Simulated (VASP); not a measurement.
Write the native input for VASP 6.6.1 that does the following.

```
Task                   : single point
Functional             : PBE
Potentials or basis    : VASP PAW PBE potentials, release 64 (Na_pv, La, Mn_pv, Mo_sv, O)
Cutoff                 : 520 eV
k mesh                 : 4 × 4 × 4
Occupations            : fermi-dirac, width 0.05 eV
Spin                   : collinear spin, ferromagnetic start
Starting moments       : [0.0, 0.0, 4.0, 1.0, 0.0, 0.0, 0.0, 0.0, 0.0, 0.0] μB
Dipole correction      : no
Further INCAR settings : ALGO = Normal; EDIFF = 1e-07; NBANDS = 56
```

The structure of NaLaMnMoO6 lies in POSCAR:

```
NaLaMnMoO6
1.0
   -2.7229400000      2.7229400000      3.8988900000
    2.7229400000     -2.7229400000      3.8988900000
    2.7229400000      2.7229400000     -3.8988900000
Na La Mn Mo O
1 1 1 1 6
Direct
    0.2500000000      0.7500000000      0.5000000000
    0.7500000000      0.2500000000      0.5000000000
    0.5000000000      0.5000000000      0.0000000000
    0.0000000000      0.0000000000      0.0000000000
    0.2076600000      0.2960700000      0.5037100000
    0.2960500000      0.7923400000      0.0884100000
    0.7923600000      0.7039500000      0.4962900000
    0.7039300000      0.2076400000      0.9115900000
    0.2519400000      0.2519400000      0.0000000000
    0.7480600000      0.7480600000      0.0000000000
```

One way to write it, as run:

INCAR

```
PREC = Accurate ; ENCUT = 520
EDIFF = 1E-7 ; ISMEAR = -1
SIGMA = 0.05 ; LREAL = F
LASPH = T ; NELM = 150
ALGO = Normal ; ISIF = 2
LWAVE = F ; LCHARG = F
ISPIN = 2 ; MAGMOM = 0 0 4 1 0 0 0 0 0 0
LORBIT = 11 ; LMAXMIX = 6
GGA = PE ; NBANDS = 56
```

KPOINTS

```
Automatic mesh
0
Gamma
  4 4 4
```

Potentials or basis: VASP PAW PBE potentials, release 64 (Na_pv, La, Mn_pv, Mo_sv, O).

Launch:

```bash
$ cat potpaw_PBE.64/Na_pv/POTCAR potpaw_PBE.64/La/POTCAR potpaw_PBE.64/Mn_pv/POTCAR potpaw_PBE.64/Mo_sv/POTCAR potpaw_PBE.64/O/POTCAR > POTCAR
$ mpirun -np 1 vasp_std > vasp.out
```

Results of the run:

| Item | Value |
| --- | --- |
| Pressure | -0.4 GPa |
| Largest force | 0.084 eV/Å |
| Net moment | -1.54 μB per cell |
| Site moments | Na -0.00; La +0.02; Mn -2.21; Mo +0.68; O -0.01 μB |
| Valence electrons inside the program's atomic spheres | Na 6.02; La 8.47; Mn 11.68; Mo 12.35; O 5.03 |

Caveat: a cell with one magnetic atom can't hold antiferromagnetic order, which such compounds often take.

Wall time 4.7 min on 1 thread of Intel(R) Xeon(R) 6975P-C (Granite Rapids), on a shared host, peak memory 0.41 GiB.
